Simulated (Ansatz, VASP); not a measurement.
## One calculation of C, two programs

Contents of INCAR:

```
PREC = Accurate
ENCUT = 910
EDIFF = 1E-6
ISMEAR = 0
SIGMA = 0.02
LREAL = False
LASPH = True
NELM = 120
ALGO = Normal
ISIF = 2
LWAVE = False
LCHARG = False
GGA = PS
NBANDS = 11
GGA_COMPAT = False
```

File KPOINTS:

```
regular mesh
0
Gamma
  12 12 12
```

POSCAR

```
C
1.0
    0.0000000000      1.7769267971      1.7769267971
    1.7769267971      0.0000000000      1.7769267971
    1.7769267971      1.7769267971      0.0000000000
C
2
Direct
    0.0000000000      0.0000000000      0.0000000000
    0.2500000000      0.2500000000      0.2500000000
```

Input for Ansatz:

```yaml
crystal:
  lattice:
    - [0.0, 1.7769267971, 1.7769267971]
    - [1.7769267971, 0.0, 1.7769267971]
    - [1.7769267971, 1.7769267971, 0.0]
  atoms:
    - { symbol: C, position: [0.0, 0.0, 0.0] }
    - { symbol: C, position: [0.25, 0.25, 0.25] }
basis:
  ecutwfc: 420
kpoints:
  mp_grid: { grid: [12, 12, 12] }
  band_path: { path: [VBM, CBM], npoints: 2 }
hamiltonian:
  xc: pbesol
scf:
  occupations: { method: gaussian, width: 0.02 }
output:
  forces: true
  stress: true
  eigenvalues: true
checkpoint:
  read: start.run
  write: ck
  compress: false
  write_wavefunctions: false
  write_every: 100000
```

Alike in both runs: task single point; functional PBEsol; k mesh 12 × 12 × 12; occupations gaussian, width 0.02 eV; no spin polarisation.

|  | VASP | Ansatz |
| --- | --- | --- |
| version | VASP 6.6.1 | Ansatz 0.2.0 |
| potentials or method | VASP PAW PBE potentials, release 64 (C_h), cutoff 910 eV | scalar-relativistic, plane waves, PAW |
| valence electrons in the cell | 8 | 8 |

|  | VASP | Ansatz | Ansatz less VASP |
| --- | --- | --- | --- |
| gap on the k mesh at the Fermi level (eV) | 4.07 | 4.07 | 0.000 |
| least direct gap on the mesh (eV) | 5.57 | 5.57 | -0.005 |

VASP's potentials were made for PBE, not for PBEsol.

Noted on VASP's run: the cutoff is short for stress, so the pressure is rough.
